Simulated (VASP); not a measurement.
A run of VASP 6.6.1 is set up as follows.

The input POSCAR:

```
SiC
1.0
    0.0000000000      2.1898675885      2.1898675885
    2.1898675885      0.0000000000      2.1898675885
    2.1898675885      2.1898675885      0.0000000000
Si C
1 1
Direct
    0.0000000000      0.0000000000      0.0000000000
    0.2500000000      0.2500000000      0.2500000000
```

Contents of INCAR.step1:

```
PREC = Accurate
ENCUT = 520
EDIFF = 1E-5
ISMEAR = 0
SIGMA = 0.02
LREAL = F
LASPH = T
NELM = 80
ALGO = Normal
ISIF = 2
LWAVE = T
LCHARG = F
NBANDS = 11
GGA = PE
```

Contents of INCAR.step2:

```
PREC = Accurate
ENCUT = 520
EDIFF = 1E-6
ISMEAR = 0
SIGMA = 0.02
LREAL = F
LASPH = T
NELM = 80
ALGO = Normal
ISIF = 2
LWAVE = F
LCHARG = F
GGA = PE
LHFCALC = T
HFSCREEN = 0.2079
PRECFOCK = Normal
NBANDS = 11
ISTART = 1
```

KPOINTS

```
regular mesh
0
Gamma
  8 8 8
```

Potentials or basis: VASP PAW PBE potentials, release 64 (Si, C).

The run is started by

```sh
$ cat potpaw_PBE.64/Si/POTCAR potpaw_PBE.64/C/POTCAR > POTCAR
$ cp INCAR.step1 INCAR
$ mpirun -np 1 vasp_std > vasp.out
$ cp INCAR.step2 INCAR
$ mpirun -np 1 vasp_std > vasp.out
```

Task: Predict the band gap on the k mesh.

Result: 2.24 eV, indirect (least direct gap 5.71 eV).

Task: Estimate the pressure.

Result: -5.1 GPa.

Caveat: the PAW data sets were made with another functional, which shifts forces and pressure a little. A k mesh can miss the band edges.
